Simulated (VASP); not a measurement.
# TePb (Fm-3m) in VASP: elastic constants with PBE

Aim: the elastic constants of TePb with PBE.

Everything below comes from runs of VASP 6.6.1. Logs are shortened: lines on timing, memory, paths and dates and some standing lists are left out, and cuts for length are marked.

**1. The cell of the first run**

It takes space group Fm-3m (No. 225, cubic). The conventional cell has a = 6.462 Å, b = 6.462 Å, c = 6.462 Å, α = 90.00°, β = 90.00°, γ = 90.00°. Within 4.3 Å of Te (site symmetry m-3m) lie 6 Pb at 3.23 Å. Within 4.3 Å of Pb (site symmetry m-3m) lie 6 Te at 3.23 Å.

**2. Elastic constants, PBE**

Input file INCAR:

```
PREC     = Accurate       # precision mode
ENCUT    = 600            # plane-wave cutoff, eV
EDIFF    = 1E-8           # SCF threshold, eV
ISMEAR   = 1              # smearing method
SIGMA    = 0.02           # smearing width, eV
LREAL    = False          # projectors in reciprocal space
LASPH    = True           # aspherical terms in the spheres
NELM     = 60             # most SCF steps
ALGO     = Normal         # electronic algorithm
ISIF     = 3              # what is computed and relaxed
LWAVE    = False          # write WAVECAR
LCHARG   = True           # write CHGCAR
GGA      = PE             # functional
NBANDS   = 17             # bands
IBRION   = 6              # ionic algorithm
NFREE    = 2            
POTIM    = 0.015          # step
NSW      = 1              # ionic steps
```

Input file KPOINTS:

```
Automatic mesh
0
Gamma
  6 6 6
```

Input file POSCAR:

```
TePb
1.0
    0.0000000000      3.2310000000      3.2310000000
    3.2310000000      0.0000000000      3.2310000000
    3.2310000000      3.2310000000      0.0000000000
Te Pb
1 1
Direct
    0.5000000000      0.5000000000      0.5000000000
    0.0000000000      0.0000000000      0.0000000000
```

Potentials or basis: VASP PAW PBE potentials, release 64 (Te, Pb_d).

Started as:

```sh
cat potpaw_PBE.64/Te/POTCAR potpaw_PBE.64/Pb_d/POTCAR > POTCAR
mpirun -np 1 vasp_std > vasp.out
```

OUTCAR:

```text
PREC = Accurate
   ENCUT = 600
   EDIFF = 1E-8
   ISMEAR = 1
   LREAL = False
   LASPH = True
   NELM = 60
   ISIF = 3
   GGA = PE
   IBRION = 6
   NFREE = 2
   POTIM = 0.015
   NSW = 1

 ion  position               nearest neighbor table
   1  0.500  0.500  0.500-   2 3.23   2 3.23   2 3.23   2 3.23   2 3.23   2 3.23
   2  0.000  0.000  0.000-   1 3.23   1 3.23   1 3.23   1 3.23   1 3.23   1 3.23

  LATTYP: Found a face centered cubic cell.
 ALAT       =     6.4620000000

  Lattice vectors:

 A1 = (   0.0000000000,   3.2310000000,   3.2310000000)
 A2 = (   3.2310000000,   0.0000000000,   3.2310000000)
 A3 = (   3.2310000000,   3.2310000000,   0.0000000000)

Analysis of symmetry for initial positions (statically):
=====================================================================
 Subroutine PRICEL returns:
 Original cell was already a primitive cell.

 Routine SETGRP: Setting up the symmetry group for a
 face centered cubic supercell.

 Subroutine GETGRP returns: Found 48 space group operations
 (whereof 48 operations were pure point group operations)
 out of a pool of 48 trial point group operations.

The static configuration has the point symmetry O_h .

Analysis of symmetry for dynamics (positions and initial velocities):
=====================================================================
 Subroutine PRICEL returns:
 Original cell was already a primitive cell.

 Routine SETGRP: Setting up the symmetry group for a
 face centered cubic supercell.

 Subroutine GETGRP returns: Found 48 space group operations
 (whereof 48 operations were pure point group operations)
 out of a pool of 48 trial point group operations.

The dynamic configuration has the point symmetry O_h .

 Subroutine INISYM returns: Found 48 space group operations
 (whereof 48 operations are pure point group operations),
 and found     1 'primitive' translations

----------------------------------------------------------------------------------------

                                     Primitive cell

  volume of cell :      67.4592

  direct lattice vectors                    reciprocal lattice vectors
     0.000000000  3.231000000  3.231000000    -0.154750851  0.154750851  0.154750851
     3.231000000  0.000000000  3.231000000     0.154750851 -0.154750851  0.154750851
     3.231000000  3.231000000  0.000000000     0.154750851  0.154750851 -0.154750851

  length of vectors
     4.569324020  4.569324020  4.569324020     0.268036337  0.268036337  0.268036337

  position of ions in fractional coordinates (direct lattice)
     0.500000000  0.500000000  0.500000000
     0.000000000  0.000000000  0.000000000

  ion indices of the primitive-cell ions
   primitive index   ion index
                 1           1
                 2           2

----------------------------------------------------------------------------------------

 KPOINTS: Automatic mesh

Automatic generation of k-mesh.
 Grid dimensions read from file:
 generate k-points for:    6    6    6

 Generating k-lattice:

  Cartesian coordinates                     Fractional coordinates (reciprocal lattice)
[... 95 lines left out ...]
 Free energy of the ion-electron system (eV)
  ---------------------------------------------------
  ext. energy  EPLUGINS =         0.00000000
  ---------------------------------------------------
  free energy    TOTEN  =        -7.50210686 eV

  energy without entropy =       -7.50212834  energy(sigma->0) =       -7.50211402

------------------------ aborting loop because EDIFF is reached ----------------------------------------

  FORCE on cell =-STRESS in cart. coord.  units (eV):
  Direction    XX          YY          ZZ          XY          YZ          ZX
  --------------------------------------------------------------------------------------
  -------------------------------------------------------------------------------------
  Total        0.8954869      0.8954869      0.8954869      0.0000000      0.0000000      0.0000000
  in kB       21.2681127     21.2681127     21.2681127      0.0000000      0.0000000      0.0000000
  external PRESSURE =      21.2681127 kB  Pullay stress =       0.0000000 kB
[... 89 lines left out ...]
  FREE ENERGIE OF THE ION-ELECTRON SYSTEM (eV)
  ---------------------------------------------------
  free  energy   TOTEN  =        -7.4821046555 eV

  energy  without entropy=       -7.4821261292  energy(sigma->0) =       -7.48211181

[... ionic steps 4 to 14 ...]

--------------------------------------- Ionic step       15  -------------------------------------------

 number of electron      19.9999998 magnetization

------------------------ aborting loop because EDIFF is reached ----------------------------------------
[... 67 lines left out ...]
--------------------------------------- Ionic step       17  -------------------------------------------

 number of electron      19.9999999 magnetization

 Free energy of the ion-electron system (eV)
  ---------------------------------------------------
  ext. energy  EPLUGINS =         0.00000000
  ---------------------------------------------------
  free energy    TOTEN  =        -7.50207637 eV

  energy without entropy =       -7.50207637  energy(sigma->0) =       -7.50207637

 E-fermi :   5.7171     XC(G=0):  -9.3006

 val. band max:        5.6250281320   @ k =   0.5000   0.0000   0.0000
 cond. band min:       6.3611750663   @ k =   0.5000   0.0000   0.0000
 fundamental gap:      0.7361469342
 Fermi energy:         5.7170999434

 k-point     1 :       0.0000    0.0000    0.0000
  band No.  band energies     occupation
      1     -11.0986      2.00000
      2     -11.0986      2.00000
      3     -11.0893      2.00000
      4     -11.0893      2.00000
      5     -11.0893      2.00000
      6      -6.3942      2.00000
[... 457 lines left out ...]
      4     -11.0747      2.00000
      5     -11.0695      2.00000
      6      -4.6638      2.00000
[... 9 lines left out ...]
     16      13.9879      0.00000
     17      15.9560      0.00000

 [... further k-points ...]

------------------------ aborting loop because EDIFF is reached ----------------------------------------

  FORCE on cell =-STRESS in cart. coord.  units (eV):
  Direction    XX          YY          ZZ          XY          YZ          ZX
  --------------------------------------------------------------------------------------
  -------------------------------------------------------------------------------------
  Total        0.8990021      0.8953818      0.8953818      0.0000000     -0.0000000      0.0000000
  in kB       21.3516003     21.2656164     21.2656164      0.0000000     -0.0000000      0.0000000
  external PRESSURE =      21.2942777 kB  Pullay stress =       0.0000000 kB
[... 17 lines left out ...]
  FREE ENERGIE OF THE ION-ELECTRON SYSTEM (eV)
  ---------------------------------------------------
  free  energy   TOTEN  =        -7.5020763660 eV

  energy  without entropy=       -7.5020763660  energy(sigma->0) =       -7.50207637

 INTERNAL STRAIN TENSORS FROM STRAINED CELLS
 ============================================

 INTERNAL STRAIN TENSOR FOR ION    1 for displacements in x,y,z  (eV/Angst):
          X           Y           Z          XY          YZ          ZX
  --------------------------------------------------------------------------------
  x    -0.00000     0.00000    -0.00000     0.00000     0.00000     0.00000
  y    -0.00000     0.00000     0.00000    -0.00000     0.00000     0.00000
  z     0.00000    -0.00000     0.00000     0.00000    -0.00000     0.00000

 INTERNAL STRAIN TENSORS FROM DISPLACED ATOMS
 ============================================

 INTERNAL STRAIN TENSOR FOR ION    1 for displacements in x,y,z  (eV/Angst):
          X           Y           Z          XY          YZ          ZX
  --------------------------------------------------------------------------------
  x     0.00000     0.00000     0.00000     0.00000     0.00000     0.00000
  y     0.00000     0.00000     0.00000     0.00000     0.00000     0.00000
  z     0.00000     0.00000     0.00000     0.00000     0.00000     0.00000

 INTERNAL STRAIN TENSOR FOR ION    2 for displacements in x,y,z  (eV/Angst):
          X           Y           Z          XY          YZ          ZX
  --------------------------------------------------------------------------------
  x     0.00000     0.00000     0.00000     0.00000     0.00000     0.00000
  y     0.00000     0.00000     0.00000     0.00000     0.00000     0.00000
  z     0.00000     0.00000     0.00000     0.00000     0.00000     0.00000

 Eigenvectors and eigenvalues of the dynamical matrix
 ----------------------------------------------------

   1 f  =    1.211376 THz     7.611299 2PiTHz   40.407148 cm-1     5.009846 meV
             X         Y         Z           dx          dy          dz
      3.231000  3.231000  3.231000    -0.000000    0.787844    0.000000
      0.000000  0.000000  0.000000     0.000000   -0.615875    0.000000
[... 21 lines left out ...]
   6 f/i=    0.002272 THz     0.014275 2PiTHz    0.075783 cm-1     0.009396 meV
             X         Y         Z           dx          dy          dz
      3.231000  3.231000  3.231000    -0.593957    0.162826   -0.002214
      0.000000  0.000000  0.000000    -0.759806    0.208291   -0.002832

--------------------------------------------------------------------------------------------------------

 ELASTIC MODULI CONTR FROM IONIC RELAXATION (kBar)
 Direction    XX          YY          ZZ          XY          YZ          ZX
 --------------------------------------------------------------------------------
 XX           0.0000      0.0000      0.0000      0.0000      0.0000      0.0000
 YY           0.0000      0.0000      0.0000      0.0000      0.0000      0.0000
 ZZ           0.0000      0.0000      0.0000      0.0000      0.0000      0.0000
 XY           0.0000      0.0000      0.0000      0.0000      0.0000      0.0000
 YZ           0.0000      0.0000      0.0000      0.0000      0.0000      0.0000
 ZX           0.0000      0.0000      0.0000      0.0000      0.0000      0.0000
 --------------------------------------------------------------------------------

 TOTAL ELASTIC MODULI (kBar)
 Direction    XX          YY          ZZ          XY          YZ          ZX
 --------------------------------------------------------------------------------
 XX        1285.7461     52.6684     52.6684     -0.0000     -0.0000      0.0000
 YY          52.6684   1285.7461     52.6684     -0.0000     -0.0000     -0.0000
 ZZ          52.6684     52.6684   1285.7461     -0.0000     -0.0000      0.0000
 XY          -0.0000     -0.0000     -0.0000    141.0627      0.0000     -0.0000
 YZ          -0.0000     -0.0000     -0.0000      0.0000    141.0627      0.0000
 ZX           0.0000     -0.0000      0.0000     -0.0000      0.0000    141.0627
 --------------------------------------------------------------------------------
```

Wall time 12 min (1 thread of Intel Xeon Platinum 8259CL at 2.50GHz (Skylake/Cascade Lake), shared host); peak memory 0.38 GiB.

What came out:

- Elastic constants C11, C12, C44: 129, 5, 14 GPa
- Voigt bulk modulus: 46 GPa
- Highest phonon frequency at Γ, LO-TO splitting left out: 40 cm⁻¹

Phonon frequencies in cm⁻¹ (negative: imaginary):
| q point | frequencies |
| --- | --- |
| (0.000, 0.000, 0.000) | 0 0 0 40 40 40 |

Elastic tensor in Voigt notation (GPa, in the Cartesian axes of the cell as first typed):
```
129   5   5   0   0   0
  5 129   5   0   0   0
  5   5 129   0   0   0
  0   0   0  14   0   0
  0   0   0   0  14   0
  0   0   0   0   0  14
```

Clamped-ion elastic tensor (GPa):
```
129   5   5   0   0   0
  5 129   5   0   0   0
  5   5 129   0   0   0
  0   0   0  14   0   0
  0   0   0   0  14   0
  0   0   0   0   0  14
```

Caveat: the cell is under stress, which shifts elastic constants; spin-orbit coupling is left out, which moves the levels of the heavy elements.
